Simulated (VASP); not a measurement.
# La2SnO (P6/mmm) in VASP: notebook

Runs on La2SnO. Level: PBE. Tasks: single point.

Program: VASP 6.6.1. These are calculated values, not measurements. Logs are shortened: lines on timing, memory, paths and dates and some standing lists are left out, and cuts for length are marked.

## Step 1: The cell of the first run

Symmetry: P6/mmm, No. 191, hexagonal system. The conventional cell has a = 5.071 Å, b = 5.071 Å, c = 4.507 Å, α = 90.00°, β = 90.00°, γ = 120.00°. Within 3.9 Å of La (site symmetry -6m2) lie 3 La at 2.93 Å and 3 O at 2.93 Å and 6 Sn at 3.69 Å. Within 3.0 Å of Sn (site symmetry 6/mmm) lie 2 O at 2.25 Å. O (site symmetry 6/mmm) has 2 Sn at 2.25 Å and 6 La at 2.93 Å within 3.0 Å.

## Step 2: Single point, PBE

INCAR

```
PREC     = Accurate       # precision mode
ENCUT    = 520            # plane-wave cutoff, eV
EDIFF    = 1E-7           # SCF threshold, eV
ISMEAR   = 0              # smearing method
SIGMA    = 0.1            # smearing width, eV
LREAL    = False          # projectors in reciprocal space
LASPH    = True           # aspherical terms in the spheres
NELM     = 60             # most SCF steps
ALGO     = Normal         # electronic algorithm
ISIF     = 2              # what is computed and relaxed
LWAVE    = False          # write WAVECAR
LCHARG   = False          # write CHGCAR
GGA      = PE             # functional
NBANDS   = 29             # bands
```

KPOINTS

```
Automatic mesh
0
Gamma
  6 6 4
```

POSCAR

```
La2SnO
1.0
    5.0712125302      0.0000000000      0.0000000000
   -2.5356062651      4.3917988791      0.0000000000
    0.0000000000      0.0000000000      4.5070590973
La Sn O
2 1 1
Direct
    0.3333333333      0.6666666667      0.5000000000
    0.6666666667      0.3333333333      0.5000000000
    0.0000000000      0.0000000000      0.0000000000
    0.0000000000      0.0000000000      0.5000000000
```

Potentials or basis: VASP PAW PBE potentials, release 64 (La, Sn_d, O).

On the command line:

```
> cat potpaw_PBE.64/La/POTCAR potpaw_PBE.64/Sn_d/POTCAR potpaw_PBE.64/O/POTCAR > POTCAR
> mpirun -np 1 vasp_std > vasp.out
```

OUTCAR:

```text
PREC = Accurate
   ENCUT = 520
   EDIFF = 1E-7
   ISMEAR = 0
   LREAL = False
   LASPH = True
   NELM = 60
   ISIF = 2
   GGA = PE

 ion  position               nearest neighbor table
   1  0.333  0.667  0.500-   2 2.93   2 2.93   2 2.93   3 3.69   3 3.69   3 3.69   3 3.69   3 3.69
                             3 3.69
   2  0.667  0.333  0.500-   1 2.93   1 2.93   1 2.93   3 3.69   3 3.69   3 3.69   3 3.69   3 3.69
                             3 3.69
   3  0.000  0.000  0.000-   4 2.25   4 2.25   1 3.69   1 3.69   2 3.69   2 3.69   1 3.69   1 3.69
                             2 3.69   2 3.69   2 3.69   2 3.69   1 3.69   1 3.69
   4  0.000  0.000  0.500-   3 2.25   3 2.25

  LATTYP: Found a hexagonal cell.
 ALAT       =     5.0712125302
 C/A-ratio  =     0.8887537390

  Lattice vectors:

 A1 = (   5.0712125302,   0.0000000000,   0.0000000000)
 A2 = (  -2.5356062651,   4.3917988791,   0.0000000000)
 A3 = (   0.0000000000,   0.0000000000,   4.5070590973)

Analysis of symmetry for initial positions (statically):
=====================================================================
 Subroutine PRICEL returns:
 Original cell was already a primitive cell.

 Routine SETGRP: Setting up the symmetry group for a
 hexagonal supercell.

 Subroutine GETGRP returns: Found 24 space group operations
 (whereof 24 operations were pure point group operations)
 out of a pool of 24 trial point group operations.

The static configuration has the point symmetry D_6h.

Analysis of symmetry for dynamics (positions and initial velocities):
=====================================================================
 Subroutine PRICEL returns:
 Original cell was already a primitive cell.

 Routine SETGRP: Setting up the symmetry group for a
 hexagonal supercell.

 Subroutine GETGRP returns: Found 24 space group operations
 (whereof 24 operations were pure point group operations)
 out of a pool of 24 trial point group operations.

The dynamic configuration has the point symmetry D_6h.

 Subroutine INISYM returns: Found 24 space group operations
 (whereof 24 operations are pure point group operations),
 and found     1 'primitive' translations

----------------------------------------------------------------------------------------

                                     Primitive cell

  volume of cell :     100.3801

  direct lattice vectors                    reciprocal lattice vectors
     5.071212530  0.000000000  0.000000000     0.197191499  0.113848565  0.000000000
    -2.535606265  4.391798879  0.000000000     0.000000000  0.227697130  0.000000000
     0.000000000  0.000000000  4.507059097     0.000000000  0.000000000  0.221874171

  length of vectors
     5.071212530  5.071212530  4.507059097     0.227697130  0.227697130  0.221874171

  position of ions in fractional coordinates (direct lattice)
     0.333333333  0.666666667  0.500000000
     0.666666667  0.333333333  0.500000000
     0.000000000  0.000000000  0.000000000
     0.000000000  0.000000000  0.500000000

  ion indices of the primitive-cell ions
   primitive index   ion index
                 1           1
                 2           2
                 3           3
                 4           4

----------------------------------------------------------------------------------------

 KPOINTS: Automatic mesh

Automatic generation of k-mesh.
 Grid dimensions read from file:
 generate k-points for:    6    6    4

 Generating k-lattice:

  Cartesian coordinates                     Fractional coordinates (reciprocal lattice)
     0.032865250  0.018974761  0.000000000     0.166666667 -0.000000000  0.000000000
     0.000000000  0.037949522  0.000000000     0.000000000  0.166666667  0.000000000
     0.000000000  0.000000000  0.055468543     0.000000000  0.000000000  0.250000000

  Length of vectors
     0.037949522  0.037949522  0.055468543

  Shift w.r.t. Gamma in fractional coordinates (k-lattice)
     0.000000000  0.000000000  0.000000000

 Subroutine IBZKPT returns following result:
 ===========================================

 Found     21 irreducible k-points:

 Following reciprocal coordinates:
            Coordinates               Weight
  0.000000  0.000000  0.000000      1.000000
  0.166667  0.000000  0.000000      6.000000
  0.333333  0.000000  0.000000      6.000000
  0.500000  0.000000  0.000000      3.000000
  0.166667  0.166667  0.000000      6.000000
  0.333333  0.166667  0.000000     12.000000
[... 13 lines left out ...]
  0.333333  0.166667  0.500000     12.000000
  0.333333  0.333333  0.500000      2.000000
   k-points           NKPTS =     21   k-points in BZ     NKDIM =     21   number of bands    NBANDS=     29
   number of dos      NEDOS =    301   number of ions     NIONS =      4
   total plane-waves  NPLWV =  57600
   dimension x,y,z NGX =    40 NGY =   40 NGZ =   36
   dimension x,y,z NGXF=    80 NGYF=   80 NGZF=   72
   ions per type =               2   1   1
   NGX,Y,Z   is equivalent  to a cutoff of  13.11, 13.11, 13.28 a.u.
   NGXF,Y,Z  is equivalent  to a cutoff of  26.23, 26.23, 26.56 a.u.
 SYSTEM =  unknown system
   PREC   = accura    normal or accurate (medium, high low for compatibility)
   ISTART =      0    job   : 0-new  1-cont  2-samecut
   ICHARG =      2    charge: 1-file 2-atom 10-const
   ISPIN  =      1    spin polarized calculation?
   LNONCOLLINEAR =      F non collinear calculations
   LSORBIT =      F    spin-orbit coupling
   LASPH  =      T    aspherical Exc in radial PAW
   ENCUT  =  520.0 eV  38.22 Ry    6.18 a.u.   9.43  9.43  8.38*2*pi/ulx,y,z
   NELM   =     60;   NELMIN=  2; NELMDL= -5     # of ELM steps
   EDIFF  = 0.1E-06   stopping-criterion for ELM
   LREAL  =      F    real-space projection
   EDIFFG = 0.1E-05   stopping-criterion for IOM
   NSW    =      0    number of steps for IOM
   IBRION =     -1    ionic relax: 0-MD 1-quasi-New 2-CG
   NFREE  =      0    steps in history (QN), initial steepest desc. (CG)
   ISIF   =      2    stress and relaxation
   ISYM   =      2    0-nonsym 1-usesym 2-fastsym
   POTIM  = 0.5000    time-step for ionic-motion
   TEBEG  =    0.0;   TEEND  =   0.0 temperature during run
   PSTRESS=    0.0 pullay stress
   NELECT =      42.0000    total number of electrons
   NUPDOWN=      -1.0000    fix difference up-down
   EMIN   =  10.00;   EMAX   =-10.00  energy-range for DOS
   EFERMI =   0.00;   METHOD = LEGACY
   ISMEAR =     0;   SIGMA  =   0.10  broadening in eV -4-tet -1-fermi 0-gaus
   EFERMI_NEDOS =   21; number of points for ismear=-14 and -15
   IALGO  =     38    algorithm
   IMIX   =      4    mixing-type and parameters
     AMIX     =   0.40;   BMIX     =  1.00
     AMIX_MAG =   1.60;   BMIX_MAG =  1.00
  volume/ion in A,a.u.               =      25.10       169.35
  Fermi-wavevector in a.u.,A,eV,Ry     =   1.224453  2.313881 20.399010  1.499285
  Thomas-Fermi vector in A             =   2.359527
   LORBIT       =      0    0 simple, 1 ext, 2 COOP (PROOUT), +10 PAW based schemes
   GGA     = PE    functional components
   LHFCALC =     F    Hartree Fock is set to
   AEXX    =    0.0000 exact exchange contribution
   IVDW    =     0    specifies the selected vdW correction
   LEPSILON=     F    determine dielectric tensor
   LRPA    =     F    only Hartree local field effects (RPA)
 non-spin polarized calculation
 Gauss-broadening in eV      SIGMA  =   0.10
  energy-cutoff  :      520.00
  volume of cell :      100.38
 maximum number of plane-waves:      2730
 NGX is ok and might be reduce to    40
   NGX = 19   NGY = 19   NGZ = 17

 number of electron      42.0000000 magnetization

 Free energy of the ion-electron system (eV)
  ---------------------------------------------------
  ext. energy  EPLUGINS =         0.00000000
  ---------------------------------------------------
  free energy    TOTEN  =       -20.71988303 eV

  energy without entropy =      -20.69658337  energy(sigma->0) =      -20.70823320

 E-fermi :   8.6712     XC(G=0): -10.1429

 val. band max:        8.6666409771   @ k =   0.3333   0.3333   0.0000
 cond. band min:       8.6955340385   @ k =   0.3333   0.3333   0.2500
 fundamental gap:      0.0288930613
 Fermi energy:         8.6711928954

 k-point     1 :       0.0000    0.0000    0.0000
  band No.  band energies     occupation
      1     -25.0490      2.00000
      2     -23.8854      2.00000
      3     -13.0893      2.00000
      4     -12.7537      2.00000
      5     -12.7537      2.00000
      6     -12.6959      2.00000
[... 21 lines left out ...]
     28       9.9843      0.00000
     29       9.9845      0.00000

 k-point     2 :       0.1667    0.0000    0.0000
  band No.  band energies     occupation
      1     -24.9876      2.00000
      2     -23.9633      2.00000
      3     -13.0935      2.00000
      4     -12.7546      2.00000
      5     -12.7538      2.00000
      6     -12.6948      2.00000
[... 21 lines left out ...]
     28      10.2030      0.00000
     29      10.2961      0.00000

 k-point     3 :       0.3333    0.0000    0.0000
  band No.  band energies     occupation
      1     -24.8255      2.00000
      2     -24.1578      2.00000
      3     -13.1040      2.00000
      4     -12.7563      2.00000
      5     -12.7539      2.00000
      6     -12.6928      2.00000
[... 21 lines left out ...]
     28      10.0881      0.00000
     29      10.1358      0.00000

 k-point     4 :       0.5000    0.0000    0.0000
  band No.  band energies     occupation
      1     -24.6914      2.00000
      2     -24.3079      2.00000
      3     -13.1104      2.00000
      4     -12.7572      2.00000
      5     -12.7540      2.00000
      6     -12.6922      2.00000
[... 501 lines left out ...]
     28      10.3521      0.00000
     29      10.4498      0.00000

 k-point    20 :       0.3333    0.1667    0.5000
  band No.  band energies     occupation
      1     -24.6855      2.00000
      2     -24.3015      2.00000
      3     -12.8073      2.00000
      4     -12.7655      2.00000
      5     -12.7612      2.00000
      6     -12.6938      2.00000
[... 21 lines left out ...]
     28      10.2655      0.00000
     29      10.3265      0.00000

 k-point    21 :       0.3333    0.3333    0.5000
  band No.  band energies     occupation
      1     -24.4974      2.00000
      2     -24.4974      2.00000
      3     -12.8072      2.00000
      4     -12.7624      2.00000
      5     -12.7624      2.00000
      6     -12.6925      2.00000
[... 21 lines left out ...]
     28      10.2379      0.00000
     29      10.2379      0.00000

------------------------ aborting loop because EDIFF is reached ----------------------------------------

  FORCE on cell =-STRESS in cart. coord.  units (eV):
  Direction    XX          YY          ZZ          XY          YZ          ZX
  --------------------------------------------------------------------------------------
  -------------------------------------------------------------------------------------
  Total       -0.0981176     -0.0981176     -0.0322736      0.0000000      0.0000000     -0.0000000
  in kB       -1.5660653     -1.5660653     -0.5151226      0.0000000      0.0000000     -0.0000000
  external PRESSURE =      -1.2157511 kB  Pullay stress =       0.0000000 kB

 VOLUME and BASIS-vectors are now :
 -----------------------------------------------------------------------------
  energy-cutoff  :      520.00
  volume of cell :      100.38
      direct lattice vectors                 reciprocal lattice vectors
     5.071212530  0.000000000  0.000000000     0.197191499  0.113848565  0.000000000
    -2.535606265  4.391798879  0.000000000     0.000000000  0.227697130  0.000000000
     0.000000000  0.000000000  4.507059097     0.000000000  0.000000000  0.221874171

 POSITION                                       TOTAL-FORCE (eV/Angst)
 -----------------------------------------------------------------------------------
     -0.00000      2.92787      2.25353         0.000000      0.000000      0.000000
      2.53561      1.46393      2.25353        -0.000000      0.000000     -0.000000
      0.00000      0.00000      0.00000         0.000000      0.000000      0.000000
      0.00000      0.00000      2.25353         0.000000      0.000000      0.000000
 -----------------------------------------------------------------------------------
    total drift:                                0.000000      0.000000      0.000000

  FREE ENERGIE OF THE ION-ELECTRON SYSTEM (eV)
  ---------------------------------------------------
  free  energy   TOTEN  =       -20.7198830313 eV

  energy  without entropy=      -20.6965833685  energy(sigma->0) =      -20.70823320
```

Run time: 40 s. Hardware: 1 thread of Intel Xeon 6975P-C (Granite Rapids), shared host; peak memory 0.27 GiB.

Results:

```yaml
Free_energy: -20.7199 eV
Pressure: -0.1 GPa
Band_gap_on_the_k_mesh: zero (band 21 reaches 8.82 eV, above the bottom of band 22 at 7.70 eV)
```

Levels at points of the mesh, in eV from the Fermi level:
```csv
k point,band 19,band 20,band 21,band 22,band 23,band 24
"(0.00, 0.00, 0.00)",-0.12,-0.01,-0.01,0.89,0.89,0.95
"(0.50, 0.00, 0.00)",-2.33,-0.80,-0.36,-0.05,0.61,0.63
"(0.00, 0.00, 0.50)",-0.99,-0.99,-0.97,-0.97,0.10,0.86
"(0.50, 0.00, 0.50)",-1.69,-1.56,-0.99,0.47,0.96,1.02
```

Caveat: spin-orbit coupling is left out, which moves the levels of the heavy elements.

## Step 3: Single point, PBE

This run uses another cell than the first one, of 29.78 Å³/atom, 1.187 times its volume.

INCAR

```
  PREC = Accurate
  ENCUT = 520
  EDIFF = 1E-7
  ISMEAR = 0
  SIGMA = 0.1
  LREAL = False
  LASPH = True
  NELM = 80
  ALGO = Normal
  ISIF = 2
  LWAVE = False
  LCHARG = True
  GGA = PE
  LELF = True
  LVHAR = True
  NBANDS = 29
```

KPOINTS is that of step 2.

POSCAR

```
La2SnO
1.0
    5.2261150200      0.0000000000      0.0000000000
   -2.6130575100      4.5259483700      0.0000000000
    0.0000000000      0.0000000000      5.0356032300
La Sn O
2 1 1
Direct
    0.3333333300      0.6666666700      0.5000000000
    0.6666666700      0.3333333300      0.5000000000
    0.0000000000      0.0000000000      0.0000000000
    0.0000000000      0.0000000000      0.5000000000
```

Potentials or basis: VASP PAW PBE potentials, release 64 (La, Sn_d, O).

On the command line:

```
> cat potpaw_PBE.64/La/POTCAR potpaw_PBE.64/Sn_d/POTCAR potpaw_PBE.64/O/POTCAR > POTCAR
> mpirun -np 1 vasp_std > vasp.out
```

Wall time 49 s (1 thread of Intel Xeon 6975P-C (Granite Rapids), shared host); peak memory 0.29 GiB.

It converged, with:

```
Free energy            : -20.1543 eV
Pressure               : -6.9 GPa
Band gap on the k mesh : zero (band 21 reaches 6.97 eV, above the bottom of band 22 at 6.37 eV)
```

Stress tensor (GPa, compression positive):
```
-6.07  0.00  0.00
 0.00 -6.07  0.00
 0.00  0.00 -8.63
```

Levels at points of the mesh, in eV from the Fermi level:
```csv
k point,band 19,band 20,band 21,band 22,band 23,band 24
"(0.00, 0.00, 0.00)",-0.05,-0.05,-0.02,0.81,0.89,0.89
"(0.50, 0.00, 0.00)",-1.93,-0.68,-0.39,0.11,0.57,0.59
"(0.00, 0.00, 0.50)",-0.57,-0.57,-0.45,-0.42,-0.42,0.49
"(0.50, 0.00, 0.50)",-1.72,-1.49,-0.89,0.47,0.71,0.85
```

Caveat: spin-orbit coupling is left out, which moves the levels of the heavy elements.
